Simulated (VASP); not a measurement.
# MgC in VASP: further runs

Runs on MgC. Level: PBE. Tasks: single point, relaxation of cell and atoms.

All numbers are computed with VASP 6.6.1; they aren't measurements. Logs are shortened: lines on timing, memory, paths and dates and some standing lists are left out, and cuts for length are marked.

## (1) The cell of the first run

The typed cell holds 4 atoms: a = 3.876 Å, b = 2.927 Å, c = 3.877 Å, α = 90.00°, β = 90.00°, γ = 90.00°.

## (2) Single point, PBE

Contents of INCAR:

```
ALGO = Normal
EDIFF = 1E-6
ENCUT = 520
GGA = PE
ISIF = 2
ISMEAR = 0
LASPH = T
LCHARG = F
LREAL = F
LWAVE = F
NBANDS = 14
NELM = 100
PREC = Accurate
SIGMA = 0.1
```

Contents of KPOINTS:

```
k-points
0
Gamma
  4 6 4
```

Contents of POSCAR:

```
MgC
1.0
    3.8755382016      0.0000000000      0.0000000000
    0.0000000000      2.9267487284      0.0000000000
    0.0000000000      0.0000000000      3.8772998412
Mg C
2 2
Direct
    0.7500000000      0.5000000000      0.2500260129
    0.2500000000      0.5000000000      0.7499739871
    0.2500000000      0.0000000000      0.2499670123
    0.7500000000      0.0000000000      0.7500329877
```

Potentials or basis: VASP PAW PBE potentials, release 64 (Mg, C).

Launch:

```sh
> cat potpaw_PBE.64/Mg/POTCAR potpaw_PBE.64/C/POTCAR > POTCAR
> mpirun -np 1 vasp_std > vasp.out
```

OUTCAR:

```text
EDIFF = 1E-6
   ENCUT = 520
   GGA = PE
   ISIF = 2
   ISMEAR = 0
   LASPH = T
   LREAL = F
   NELM = 100
   PREC = Accurate

 ion  position               nearest neighbor table
   1  0.750  0.500  0.250-   3 2.43   3 2.43   3 2.43   3 2.43   4 2.43   4 2.43   4 2.43   4 2.43
                             2 2.74   2 2.74   2 2.74   2 2.74
   2  0.250  0.500  0.750-   4 2.43   4 2.43   4 2.43   4 2.43   3 2.43   3 2.43   3 2.43   3 2.43
                             1 2.74   1 2.74   1 2.74   1 2.74
   3  0.250  0.000  0.250-   1 2.43   1 2.43   1 2.43   1 2.43   2 2.43   2 2.43   2 2.43   2 2.43

   4  0.750  0.000  0.750-   2 2.43   2 2.43   2 2.43   2 2.43   1 2.43   1 2.43   1 2.43   1 2.43

  LATTYP: Found a simple orthorhombic cell.
 ALAT       =     2.9267487284
 B/A-ratio  =     1.3241786574
 C/A-ratio  =     1.3247805675

  Lattice vectors:

 A1 = (   0.0000000000,  -2.9267487284,   0.0000000000)
 A2 = (   3.8755382016,   0.0000000000,   0.0000000000)
 A3 = (   0.0000000000,   0.0000000000,   3.8772998412)

Analysis of symmetry for initial positions (statically):
=====================================================================
 Subroutine PRICEL returns:
 Original cell was already a primitive cell.

 Routine SETGRP: Setting up the symmetry group for a
 simple orthorhombic supercell.

 Subroutine GETGRP returns: Found  8 space group operations
 (whereof  4 operations were pure point group operations)
 out of a pool of  8 trial point group operations.

The static configuration has the point symmetry C_2h.
 The point group associated with its full space group is D_2h.

Analysis of symmetry for dynamics (positions and initial velocities):
=====================================================================
 Subroutine PRICEL returns:
 Original cell was already a primitive cell.

 Routine SETGRP: Setting up the symmetry group for a
 simple orthorhombic supercell.

 Subroutine GETGRP returns: Found  8 space group operations
 (whereof  4 operations were pure point group operations)
 out of a pool of  8 trial point group operations.

The dynamic configuration has the point symmetry C_2h.
 The point group associated with its full space group is D_2h.

 Subroutine INISYM returns: Found  8 space group operations
 (whereof  4 operations are pure point group operations),
 and found     1 'primitive' translations

----------------------------------------------------------------------------------------

                                     Primitive cell

[... 109 lines left out ...]
   ISMEAR =     0;   SIGMA  =   0.10  broadening in eV -4-tet -1-fermi 0-gaus
   EFERMI_NEDOS =   21; number of points for ismear=-14 and -15
   IALGO  =     38    algorithm
   IMIX   =      4    mixing-type and parameters
     AMIX     =   0.40;   BMIX     =  1.00
     AMIX_MAG =   1.60;   BMIX_MAG =  1.00
  volume/ion in A,a.u.               =      10.99        74.20
  Fermi-wavevector in a.u.,A,eV,Ry     =   1.061825  2.006558 15.340194  1.127472
  Thomas-Fermi vector in A             =   2.197255
   LORBIT       =      0    0 simple, 1 ext, 2 COOP (PROOUT), +10 PAW based schemes
   GGA     = PE    functional components
   LHFCALC =     F    Hartree Fock is set to
   AEXX    =    0.0000 exact exchange contribution
   IVDW    =     0    specifies the selected vdW correction
   LEPSILON=     F    determine dielectric tensor
   LRPA    =     F    only Hartree local field effects (RPA)
 non-spin polarized calculation
 Gauss-broadening in eV      SIGMA  =   0.10
  energy-cutoff  :      520.00
  volume of cell :       43.98
 maximum number of plane-waves:      1200
 NGX is ok and might be reduce to    30
   NGX = 15   NGY = 11   NGZ = 15

 number of electron      12.0000000 magnetization

 Free energy of the ion-electron system (eV)
  ---------------------------------------------------
  ext. energy  EPLUGINS =         0.00000000
  ---------------------------------------------------
  free energy    TOTEN  =       -16.57436210 eV

  energy without entropy =      -16.56821850  energy(sigma->0) =      -16.57129030

 E-fermi :   5.1593     XC(G=0): -10.7919

 val. band max:        5.1451549120   @ k =   0.2500   0.0000   0.0000
 cond. band min:       5.2352470653   @ k =   0.0000   0.0000   0.0000
 fundamental gap:      0.0900921532
 Fermi energy:         5.1593427531

 k-point     1 :       0.0000    0.0000    0.0000
  band No.  band energies     occupation
      1      -7.8873      2.00000
      2      -3.1739      2.00000
      3       1.2695      2.00000
      4       1.2739      2.00000
      5       5.2352      0.28307
      6       6.4544      0.00000
      7       6.4571      0.00000
      8       7.3418      0.00000
      9       8.1782      0.00000
     10      10.5143      0.00000
     11      13.1759      0.00000
     12      13.6075      0.00000
     13      16.8182      0.00000
     14      16.8250      0.00000
[... 377 lines left out ...]
      1      -3.9697      2.00000
      2      -3.9697      2.00000
      3       0.8047      2.00000
      4       0.8047      2.00000
      5       1.9675      2.00000
      6       1.9675      2.00000
      7       6.9159      0.00000
      8       6.9159      0.00000
      9       8.7536      0.00000
     10       8.7536      0.00000
     11      15.3004      0.00000
     12      15.3004      0.00000
     13      16.2268      0.00000
     14      16.2268      0.00000

 [... further k-points ...]

------------------------ aborting loop because EDIFF is reached ----------------------------------------

  FORCE on cell =-STRESS in cart. coord.  units (eV):
  Direction    XX          YY          ZZ          XY          YZ          ZX
  --------------------------------------------------------------------------------------
  -------------------------------------------------------------------------------------
  Total       -0.1216502     -0.1737448     -0.1225252      0.0000000      0.0000000     -0.0000000
  in kB       -4.4317625     -6.3295887     -4.4636411      0.0000000      0.0000000     -0.0000000
  external PRESSURE =      -5.0749974 kB  Pullay stress =       0.0000000 kB

 VOLUME and BASIS-vectors are now :
 -----------------------------------------------------------------------------
  energy-cutoff  :      520.00
  volume of cell :       43.98
      direct lattice vectors                 reciprocal lattice vectors
     3.875538202  0.000000000  0.000000000     0.258028678  0.000000000  0.000000000
     0.000000000  2.926748728  0.000000000     0.000000000  0.341676069  0.000000000
     0.000000000  0.000000000  3.877299841     0.000000000  0.000000000  0.257911444

 POSITION                                       TOTAL-FORCE (eV/Angst)
 -----------------------------------------------------------------------------------
      2.90665      1.46337      0.96943         0.000000     -0.000000     -0.000948
      0.96888      1.46337      2.90787         0.000000      0.000000      0.000948
      0.96888      0.00000      0.96920         0.000000     -0.000000      0.000577
      2.90665      0.00000      2.90810         0.000000     -0.000000     -0.000577
 -----------------------------------------------------------------------------------
    total drift:                                0.000000      0.000000      0.000000

  FREE ENERGIE OF THE ION-ELECTRON SYSTEM (eV)
  ---------------------------------------------------
  free  energy   TOTEN  =       -16.5743620990 eV

  energy  without entropy=      -16.5682184971  energy(sigma->0) =      -16.57129030
```

stdout:

```text
POSCAR found type information on POSCAR MgC
 POSCAR found :  2 types and       4 ions
 scaLAPACK will be used
 LDA part: xc-table for (Slater+PW92), standard interpolation
 POSCAR, INCAR and KPOINTS ok, starting setup
 FFT: planning ... GRIDC
 FFT: planning ... GRID_SOFT
 FFT: planning ... GRID
 WAVECAR not read
 entering main loop
```

Run time: 7.4 s. Hardware: 1 thread of Intel Xeon 6975P-C (Granite Rapids), shared host; peak memory 0.16 GiB.

Results:

* Free energy: -16.5744 eV
* Pressure: -0.5 GPa
* Band gap on the k mesh: zero (band 6 reaches 6.45 eV, above the bottom of band 7 at 4.04 eV)

Stress tensor (GPa, compression positive):
```
-0.44  0.00  0.00
 0.00 -0.63  0.00
 0.00  0.00 -0.45
```

Caveat: the k points lie up to 0.41 Å⁻¹ apart.

## (3) Single point, PBE

This run uses another cell than the first one, of 17.63 Å³/atom, 1.604 times its volume.

Contents of INCAR:

```
SYSTEM = MgC
ALGO = Normal
EDIFF = 1E-7
ENCUT = 520
GGA = PE
ISIF = 2
ISMEAR = 0
LASPH = .True.
LCHARG = .False.
LREAL = .False.
LWAVE = .False.
NBANDS = 14
NELM = 60
PREC = Accurate
SIGMA = 0.1
```

Contents of KPOINTS:

```
k-points
0
Gamma
  4 6 4
  0 0 0
```

Contents of POSCAR:

```
MgC
1.0
    4.7356152800      0.0000000000      0.0000000000
    0.0000000000      3.1382070800      0.0000000000
    0.0000000000      0.0000000000      4.7464935800
Mg C
2 2
Direct
    0.7500000000      0.5000000000      0.2541110000
    0.2500000000      0.5000000000      0.7458890000
    0.2500000000      0.0000000000      0.2395320000
    0.7500000000      0.0000000000      0.7604680000
```

Potentials or basis: VASP PAW PBE potentials, release 64 (Mg, C).

Launch:

```sh
> cat potpaw_PBE.64/Mg/POTCAR potpaw_PBE.64/C/POTCAR > POTCAR
> mpirun -np 1 vasp_std > vasp.out
```

Wall time 10 s (1 thread of Intel Xeon 6975P-C (Granite Rapids), shared host); peak memory 0.19 GiB.

The run converged. Its results:

```yaml
Free_energy: -13.9920 eV
Pressure: -19.7 GPa
Largest_force: 0.126 eV/Å
Band_gap_on_the_k_mesh: zero (band 6 reaches 2.83 eV, above the bottom of band 7 at 1.23 eV)
```

Forces in eV/Å, atoms in the order of the input:
```
Mg   0.000  0.000 -0.126
Mg   0.000  0.000  0.126
C    0.000  0.000  0.046
C    0.000  0.000 -0.046
```

Stress tensor (GPa, compression positive):
```
-20.89   0.00   0.00
  0.00 -17.27   0.00
  0.00   0.00 -21.00
```

Levels at points of the mesh, in eV from the Fermi level:
```csv
k point,band 4,band 5,band 6,band 7,band 8,band 9
"(0.00, 0.00, 0.00)",-2.59,0.32,0.39,1.04,1.15,1.35
"(0.50, 0.00, 0.00)",-2.36,-1.43,-1.43,1.54,1.54,4.25
"(0.00, 0.50, 0.00)",-1.37,-1.13,-1.12,1.07,1.09,3.55
"(0.50, 0.50, 0.00)",-2.85,-0.75,-0.75,-0.15,-0.15,3.97
"(0.00, 0.00, 0.50)",-2.23,-1.53,-1.33,1.50,1.58,4.17
"(0.50, 0.00, 0.50)",-4.33,0.92,0.92,1.57,1.57,4.84
"(0.00, 0.50, 0.50)",-2.79,-0.79,-0.66,-0.28,-0.06,3.76
"(0.50, 0.50, 0.50)",-2.47,-2.34,-2.34,1.54,1.54,1.70
```

[end of part 1 of 2]
